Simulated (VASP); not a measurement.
Wanted: the native input for a VASP 6.6.1 run.

```
Task                   : single point
Functional             : PBE
Potentials or basis    : VASP PAW PBE potentials, release 64 (Te, Cd, Zn)
Cutoff                 : 520 eV
k mesh                 : 6 × 6 × 1
Occupations            : gaussian, width 0.05 eV
Spin                   : no spin polarisation
Dipole correction      : yes
Further INCAR settings : ALGO = Normal; EDIFF = 1e-07; NBANDS = 32
```

The structure of ZnCd2Te2 lies in POSCAR:

```
ZnCd2Te2
1.0
    4.6794578583      0.0000000000      0.0000000000
   -2.3397289292      4.0525293813      0.0000000000
    0.0000000000      0.0000000000     20.0807280860
Te Cd Zn
2 2 1
Direct
    0.0000000000      0.0000000000      0.1991959646
    0.3333333333      0.6666666667      0.4037116126
    0.3333333333      0.6666666667      0.2467634796
    0.6666666667      0.3333333333      0.4273116019
    0.8888888889      1.0000000000      0.5613015482
```

The input as run:

INCAR

```
PREC     = Accurate       # precision mode
ENCUT    = 520            # plane-wave cutoff, eV
EDIFF    = 1E-7           # SCF threshold, eV
ISMEAR   = 0              # smearing method
SIGMA    = 0.05           # smearing width, eV
LREAL    = F              # projectors in reciprocal space
LASPH    = T              # aspherical terms in the spheres
NELM     = 100            # most SCF steps
ALGO     = Normal         # electronic algorithm
ISIF     = 2              # what is computed and relaxed
LWAVE    = F              # write WAVECAR
LCHARG   = F              # write CHGCAR
LDIPOL   = T            
IDIPOL   = 3            
DIPOL    = 0.5 0.5 0.368
GGA      = PE             # functional
NBANDS   = 32             # bands
```

KPOINTS

```
regular mesh
0
Gamma
  6 6 1
```

Potentials or basis: VASP PAW PBE potentials, release 64 (Te, Cd, Zn).

Run with:

```bash
$ cat potpaw_PBE.64/Te/POTCAR potpaw_PBE.64/Cd/POTCAR potpaw_PBE.64/Zn/POTCAR > POTCAR
$ mpirun -np 1 vasp_std > vasp.out
```

It gave:

```yaml
Largest_force: 0.428 eV/Å
Band_gap_on_the_k_mesh: zero (filled and empty bands touch)
```

Caveat: spin-orbit coupling is left out, which moves the levels of the heavy elements.

Wall time 2.8 min on 1 thread of Intel(R) Xeon(R) 6975P-C (Granite Rapids), on a shared host, peak memory 0.6 GiB.
